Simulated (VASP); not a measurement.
Crystal: MnSi3.

```
Mn Si
1.0
     2.74196    0.00000    0.00000
     0.00000    2.74196    0.00000
     0.00000    0.00000    7.44702
Mn Si
1 3
Direct
  0.50000 0.50000 0.50000
  0.00000 0.00000 0.68229
  0.00000 0.00000 0.31771
  0.00000 0.00000 0.00000
```

Base run:

* Program: VASP 6.6.1
* Functional: PBE
* Potentials or basis: VASP PAW PBE potentials, release 64 (Mn_sv, Si)
* Cutoff: 600 eV
* k mesh: 7 × 7 × 3
* Occupations: gaussian, width 0.2 eV
* Spin: collinear spin, ferromagnetic start
* Starting moments: [4.0, 0.0, 0.0, 0.0] μB

Its results: pressure -0.6 GPa; net moment 0.28 μB per cell; site moments Mn +0.26; Si -0.01, -0.00 μB; largest force 0.037 eV/Å.

Problem. The run is repeated on the same cell with these changes: potentials or basis from VASP PAW PBE potentials, release 64 (Mn_sv, Si) to VASP PAW PBE potentials, release 64 (Mn_pv, Si); cutoff from 600 eV to 520 eV; further incar settings from ALGO = Normal; EDIFF = 1e-06; NBANDS = 26 to ALGO = Normal; EDIFF = 1e-07; NBANDS = 24; valence electrons from 27 to 25. What comes out?

Solution. Pressure 0.1 GPa; net moment 0.27 μB per cell; site moments Mn +0.27; Si -0.01, -0.00 μB; largest force 0.049 eV/Å.

Caveats: the moment fell far below its start of 4 μB, so a state of higher moment may lie lower in energy.
